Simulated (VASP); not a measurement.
## HoSiI4: relaxation of cell and atoms with PBE

The system is HoSiI4.

```
CELL_PARAMETERS angstrom
6.57232 0.00000 0.00000
0.00000 4.92185 0.00000
-0.28740 0.00000 6.59808
ATOMIC_POSITIONS crystal
Ho 0.50000 0.50000 0.50000
Si 0.00000 0.00000 0.00000
I 0.67496 0.00000 0.70499
I 0.81325 0.50000 0.21330
I 0.18675 0.50000 0.78670
I 0.32504 0.00000 0.29501
```

The cell was generated, and may not be a known phase.

| Quantity | Value |
| --- | --- |
| Program | VASP 6.6.1 |
| Task | relaxation of cell and atoms |
| Functional | PBE |
| Potentials or basis | VASP PAW PBE potentials, release 64 (Ho_3, Si, I), 4f in core |
| Cutoff | 500 eV |
| k mesh | 3 × 3 × 3 |
| Occupations | gaussian, width 0.2 eV |
| Spin | no spin polarisation |
| Dipole correction | no |
| Further INCAR settings | ALGO = Normal; EDIFF = 1e-07; IBRION = 2; EDIFFG = -0.08; NSW = 36; ISIF = 3 |

| Quantity | Value |
| --- | --- |
| Relaxed volume | 39.90 Å³/atom |
| Relaxed cell | a = 7.593 Å, b = 4.271 Å, c = 7.405 Å, α = 90.00°, β = 85.52°, γ = 90.00° |
| Space group after relaxing (to 0.1 Å) | P2/m (No. 10) |
| Energy gained by relaxing | 115.2 meV/atom |
| Ionic steps | 12 |
| Pressure after relaxing | 0.1 GPa |
| Largest force after relaxing | 0.053 eV/Å |
| Band gap on the k mesh | zero (an odd number of electrons rules out a gap without spin polarisation) |

Forces in eV/Å, atoms in the order of the input:
```
Ho   0.000  0.000  0.000
Si   0.000  0.000  0.000
I   -0.007  0.000 -0.006
I   -0.016  0.000  0.051
I    0.016  0.000 -0.051
I    0.007  0.000  0.006
```

Stress tensor (GPa, compression positive):
```
0.13 0.00 0.23
0.00 0.14 0.00
0.23 0.00 0.16
```

Step by step:
| step | energy change (eV) | largest force (eV/Å) | pressure (GPa) | volume (Å³) |
| --- | --- | --- | --- | --- |
| 1 | 0.0000 | 0.7351 | 3.34 | 213.43 |
| 2 | -0.3228 | 0.1278 | -0.40 | 237.09 |
| 3 | -0.3237 | 0.1017 | -0.59 | 238.80 |
| 4 | -0.4032 | 0.1143 | -0.40 | 237.19 |
| 5 | -0.5340 | 0.0572 | 0.58 | 231.34 |
| 6 | -0.5465 | 0.2300 | 1.13 | 228.10 |
| 7 | -0.5940 | 0.3584 | 0.76 | 231.26 |
| 8 | -0.6166 | 0.5168 | 0.36 | 235.55 |
| 9 | -0.6511 | 0.3956 | 0.12 | 237.64 |
| 10 | -0.6821 | 0.1590 | -0.33 | 242.48 |
| 11 | -0.6902 | 0.0877 | -0.02 | 240.40 |
| 12 | -0.6912 | 0.0529 | 0.14 | 239.38 |

Final structure:
```
Ho Si I
1.0
     7.57901    0.00000    0.45733
     0.00000    4.27084    0.00000
     0.13301    0.00000    7.40351
Ho Si I
1 1 4
Direct
  0.50000 0.50000 0.50000
  0.00000 0.00000 0.00000
  0.67953 0.00000 0.70966
  0.81631 0.50000 0.21190
  0.18369 0.50000 0.78810
  0.32047 0.00000 0.29034
```

Levels at points of the mesh, in eV from the Fermi level:
```tsv
k point	band 18	band 19	band 20	band 21	band 22	band 23	band 24
(0.00, 0.00, 0.00)	-2.88	-2.70	-2.46	0.24	0.53	0.68	1.20
```

It took 7.2 min on 1 thread of Intel(R) Xeon(R) Platinum 8259CL CPU @ 2.50GHz (Skylake/Cascade Lake), with other jobs on the host, peak memory 0.32 GiB.

Caveat: the k points lie up to 0.49 Å⁻¹ apart in the final cell, too coarse for converged energies and pressures of a metal; a cell axis changed by over 15 % at a fixed basis, so the end point is rough; spin-orbit coupling is left out, which moves the levels of the heavy elements; the 4f electrons are frozen in the core, so they carry no moment and show no levels; an odd number of electrons without spin polarisation forces a metal; a magnetic or distorted state may lie lower; the run has no spin polarisation, though such a crystal can be magnetic; the relaxation stopped at a loose force limit of 0.08 eV/Å, so its end isn't a converged minimum. Spin polarisation is off, so any magnetic state and its effect on volume and gap are missing.
